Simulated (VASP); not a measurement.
AsPb4: single point with PBE

AsPb4:

```
As Pb
1.0
    -3.66685    3.66685    3.17263
     3.66685   -3.66685    3.17263
     3.66685    3.66685   -3.17263
As Pb
1 4
Direct
  0.00000 0.00000 0.00000
  0.71778 0.71778 0.43555
  0.28222 0.28222 0.56445
  0.28222 0.71778 0.00000
  0.71778 0.28222 0.00000
```

The cell was built from a structure type or drawn by symmetry, and may not be a known phase.

```yaml
Program: VASP 6.6.1
Task: single point
Functional: PBE
Potentials_or_basis: VASP PAW PBE potentials, release 64 (As, Pb_d)
Cutoff: 520 eV
k_mesh: 4 × 4 × 4
Occupations: gaussian, width 0.1 eV
Spin: no spin polarisation
```

```
Pressure               : 0.1 GPa
Largest force          : 0.029 eV/Å
Band gap on the k mesh : zero (an odd number of electrons rules out a gap without spin polarisation)
```

Forces in eV/Å, atoms in the order of the input:
```
As   0.000  0.000  0.000
Pb   0.021  0.021  0.000
Pb  -0.021 -0.021  0.000
Pb   0.021 -0.021  0.000
Pb  -0.021  0.021  0.000
```

Stress tensor (GPa, compression positive):
```
0.09 0.00 0.00
0.00 0.09 0.00
0.00 0.00 0.00
```

Levels at points of the mesh, in eV from the Fermi level:
```
           k point  band 26  band 27  band 28  band 29  band 30  band 31  band 32  band 33  band 34  band 35
(0.00, 0.00, 0.00)    -3.30    -3.30    -1.84    -1.84    -1.32    -0.77    -0.70     1.77     1.77     3.81
(0.50, 0.00, 0.00)    -3.54    -1.08    -0.87    -0.67    -0.57     0.44     0.49     1.58     2.17     2.20
(0.50, 0.50, 0.00)    -2.97    -2.65    -2.02    -1.09    -0.51    -0.34    -0.16     0.81     2.36     2.69
(0.50, 0.50, 0.50)    -3.92    -3.09    -1.60    -1.60    -0.43    -0.14     1.08     2.89     2.89     3.86
```

It took 87 s on 1 thread of Intel(R) Xeon(R) 6975P-C (Granite Rapids), with other jobs on the host, peak memory 0.32 GiB.

Caveat: spin-orbit coupling is left out, which moves the levels of the heavy elements.
